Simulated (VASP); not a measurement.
Cd2S:

```xyz
3
Lattice="-2.4737 2.4737 3.7310 2.4737 -2.4737 3.7310 2.4737 2.4737 -3.7310" Properties=species:S:1:pos:R:3 pbc="T T T"
Cd    0.0000    0.0000    5.0316
Cd    0.0000    0.0000    2.4304
S     0.0000    0.0000    0.0000
```

The cell was generated, and may not be a known phase.

```yaml
Program: VASP 6.6.1
Task: relaxation of cell and atoms
Functional: PBE
Potentials_or_basis: VASP PAW PBE potentials, release 64 (Cd, S)
Cutoff: 600 eV
k_mesh: 10 × 10 × 10
Occupations: gaussian, width 0.02 eV
Spin: no spin polarisation
```

At the start: pressure 0.5 GPa; volume 30.44 Å³/atom.

**Question.** How do energy, volume and symmetry change on relaxing?

**Answer.** Over 21 steps the energy falls by 2.1 meV/atom and the volume is 33.15 Å³/atom (+8.9 %); space group I4/mmm (No. 139, to 0.1 Å) before and after.

The path:
```tsv
step	energy change (eV)	largest force (eV/Å)	pressure (GPa)	volume (Å³)
1	0.0000	0.0072	0.49	91.32
2	-0.0006	0.0018	-0.20	92.56
3	-0.0014	0.0041	0.08	92.03
4	-0.0018	0.0066	0.07	92.35
5	-0.0031	0.0394	0.07	93.32
6	-0.0044	0.1080	0.07	95.27
7	-0.0049	0.0795	0.05	95.60
8	-0.0054	0.0293	0.01	96.20
9	-0.0055	0.0710	-0.04	97.41
10	-0.0056	0.0271	-0.01	96.88
11	-0.0057	0.0283	0.02	97.09
12	-0.0057	0.0296	0.05	97.24
13	-0.0058	0.0323	0.10	97.54
14	-0.0058	0.0276	0.10	97.71
15	-0.0059	0.0216	0.10	97.92
16	-0.0061	0.0094	0.09	98.33
17	-0.0062	0.0159	0.08	99.16
18	-0.0062	0.0123	0.00	99.42
19	-0.0062	0.0121	0.00	99.44
20	-0.0062	0.0120	-0.01	99.45
21	-0.0063	0.0058	0.00	99.45
```

Final structure:
```
CELL_PARAMETERS angstrom
-2.58590 2.58590 3.71801
2.58590 -2.58590 3.71801
2.58590 2.58590 -3.71801
ATOMIC_POSITIONS crystal
Cd 0.67509 0.67509 0.00000
Cd 0.32491 0.32491 0.00000
S 0.00000 0.00000 0.00000
```
